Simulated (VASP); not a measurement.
Write the native input for VASP 6.6.1 that does the following.

```
Task                   : single point
Functional             : PBE
Potentials or basis    : VASP PAW PBE potentials, release 64 (Pt, S)
Cutoff                 : 520 eV
k mesh                 : 8 × 8 × 8
Occupations            : fermi-dirac, width 0.02 eV
Spin                   : no spin polarisation
Dipole correction      : no
Further INCAR settings : ALGO = Normal; EDIFF = 1e-06; NBANDS = 18
```

The structure of PtS2 lies in POSCAR:

```
PtS2
1.0
    1.7644428793      1.0187015713      5.5230471123
   -1.7644428793      1.0187015713      5.5230471123
    0.0000000000     -2.0374031427      5.5230471123
Pt S
1 2
Direct
    0.0000000000      0.0000000000      0.0000000000
    0.2583047974      0.2583047974      0.2583047974
    0.7416952026      0.7416952026      0.7416952026
```

These files were run (other wordings do the same):

INCAR

```
SYSTEM = PtS2
  ALGO = Normal
  EDIFF = 1E-6
  ENCUT = 520
  GGA = PE
  ISIF = 2
  ISMEAR = -1
  LASPH = .True.
  LCHARG = .False.
  LREAL = .False.
  LWAVE = .False.
  NBANDS = 18
  NELM = 60
  PREC = Accurate
  SIGMA = 0.02
```

KPOINTS

```
k-points
0
Gamma
  8 8 8
  0 0 0
```

Potentials or basis: VASP PAW PBE potentials, release 64 (Pt, S).

The run is started by

```console
$ cat potpaw_PBE.64/Pt/POTCAR potpaw_PBE.64/S/POTCAR > POTCAR
$ mpirun -np 1 vasp_std > vasp.out
```

It gave:

```json
{"Pressure": "3.0 GPa", "Largest force": "0.010 eV/Å", "Band gap on the k mesh": "1.07 eV, indirect (least direct gap 1.21 eV)"}
```

Caveat: spin-orbit coupling is left out, which moves the levels of the heavy elements.

Run time: 5.1 min on 1 thread of AMD EPYC 7R43 64-Core Processor (Zen 3) (shared host), peak memory 0.29 GiB.
